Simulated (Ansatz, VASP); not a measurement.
**SiO in VASP and in Ansatz**

The input POSCAR:

```
SiO
1.0
    0.0000000000      2.4336400000      2.4336400000
    2.4336400000      0.0000000000      2.4336400000
    2.4336400000      2.4336400000      0.0000000000
Si O
1 1
Direct
    0.7500000000      0.7500000000      0.7500000000
    0.0000000000      0.0000000000      0.0000000000
```

INCAR.step1

```
ALGO     = Normal         # electronic algorithm
EDIFF    = 1E-5           # SCF threshold, eV
ENCUT    = 520            # plane-wave cutoff, eV
GGA      = PE             # functional
ISIF     = 2              # what is computed and relaxed
ISMEAR   = -1             # smearing method
LASPH    = True           # aspherical terms in the spheres
LCHARG   = False          # write CHGCAR
LREAL    = False          # projectors in reciprocal space
LWAVE    = True           # write WAVECAR
NBANDS   = 12             # bands
NELM     = 100            # most SCF steps
PREC     = Accurate       # precision mode
SIGMA    = 0.05           # smearing width, eV
```

The input INCAR.step2:

```
AEXX     = 0.2            # exact-exchange fraction
AGGAC    = 0.81         
AGGAX    = 0.72         
ALDAC    = 0.19         
ALGO     = Normal         # electronic algorithm
EDIFF    = 1E-7           # SCF threshold, eV
ENCUT    = 520            # plane-wave cutoff, eV
GGA      = B3             # functional
ISIF     = 2              # what is computed and relaxed
ISMEAR   = -1             # smearing method
ISTART   = 1            
LASPH    = True           # aspherical terms in the spheres
LCHARG   = False          # write CHGCAR
LHFCALC  = True           # exact exchange
LREAL    = False          # projectors in reciprocal space
LWAVE    = False          # write WAVECAR
NBANDS   = 12             # bands
NELM     = 100            # most SCF steps
PREC     = Accurate       # precision mode
PRECFOCK = Normal       
SIGMA    = 0.05           # smearing width, eV
```

The input KPOINTS:

```
k-points
0
Gamma
  5 5 5
```

Contents of input.yaml:

```yaml
crystal:
  lattice:
    - [0.0, 2.43364, 2.43364]
    - [2.43364, 0.0, 2.43364]
    - [2.43364, 2.43364, 0.0]
  atoms:
    - { symbol: Si, position: [0.75, 0.75, 0.75] }
    - { symbol: O, position: [0.0, 0.0, 0.0] }
hamiltonian:
  xc: b3lyp
  pseudopotentials: { kind: paw }
kpoints:
  mp_grid: { grid: [5, 5, 5] }
scf:
  occupations: { method: fermi_dirac, width: 0.05 }
output:
  forces: true
  stress: true
  eigenvalues: true
```

Alike in both runs: task single point; functional B3LYP; k mesh 5 × 5 × 5; occupations fermi-dirac, width 0.05 eV; no spin polarisation.

|  | VASP | Ansatz |
| --- | --- | --- |
| version | VASP 6.6.1 | Ansatz 0.2.0 |
| potentials or method | VASP PAW PBE potentials, release 64 (Si, O) | Ansatz PAW |
| plane-wave cutoff (eV) | 520 | 420 |
| valence electrons in the cell | 10 | 10 |

VASP gave:

- gap on the k mesh at the Fermi level (eV): 0.79
- least direct gap on the mesh (eV): 1.45
- pressure (GPa): 5.8

**Question.** Estimate Ansatz's values.

**Answer.** gap on the k mesh at the Fermi level (eV): 0.73; least direct gap on the mesh (eV): 1.36; pressure (GPa): 5.8.

VASP's potentials were made for PBE, not for B3LYP.

The k mesh is coarse, so the values compare programs but aren't converged. Noted on Ansatz's run: odd divisions of the mesh miss points on the zone boundary, where band edges often lie, so the gap on the mesh can be too wide.
